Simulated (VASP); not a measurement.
C: elastic constants with LDA

C:

```xyz
2
Lattice="0.0000 1.7634 1.7634 1.7634 0.0000 1.7634 1.7634 1.7634 0.0000" Properties=species:S:1:pos:R:3 pbc="T T T"
C     1.7634    1.7634    1.7634
C     2.6452    2.6452    2.6452
```

- Program: VASP 6.6.1
- Task: elastic constants
- Functional: LDA
- Potentials or basis: VASP PAW LDA potentials, release 64 (C)
- Cutoff: 600 eV
- k mesh: 10 × 10 × 10
- Occupations: gaussian, width 0.01 eV
- Spin: no spin polarisation
- Dipole correction: no
- Ions in elastic constants: relaxed
- Further INCAR settings: ALGO = Normal; EDIFF = 1e-08; IBRION = 6; POTIM = 0.015; NSW = 1; ISIF = 3

- Elastic constants C11, C12, C44: 1111, 153, 600 GPa
- Voigt bulk modulus: 472 GPa
- Highest phonon frequency at Γ: 1332 cm⁻¹

Phonon frequencies in cm⁻¹ (negative: imaginary):
| q point | frequencies |
| --- | --- |
| (0.000, 0.000, 0.000) | 0 0 0 1332 1332 1332 |

Elastic tensor in Voigt notation (GPa, in the Cartesian axes of the cell as first typed):
```
1111  153  153    0    0    0
 153 1111  153    0    0    0
 153  153 1111    0    0    0
   0    0    0  600    0    0
   0    0    0    0  600    0
   0    0    0    0    0  600
```

Clamped-ion elastic tensor (GPa):
```
1111  153  153    0    0    0
 153 1111  153    0    0    0
 153  153 1111    0    0    0
   0    0    0  608    0    0
   0    0    0    0  608    0
   0    0    0    0    0  608
```

Run time: 110 s on 1 thread of Intel(R) Xeon(R) Platinum 8259CL CPU @ 2.50GHz (Skylake/Cascade Lake) (shared host), peak memory 0.15 GiB.

Caveat: the cell is under stress, which shifts elastic constants.
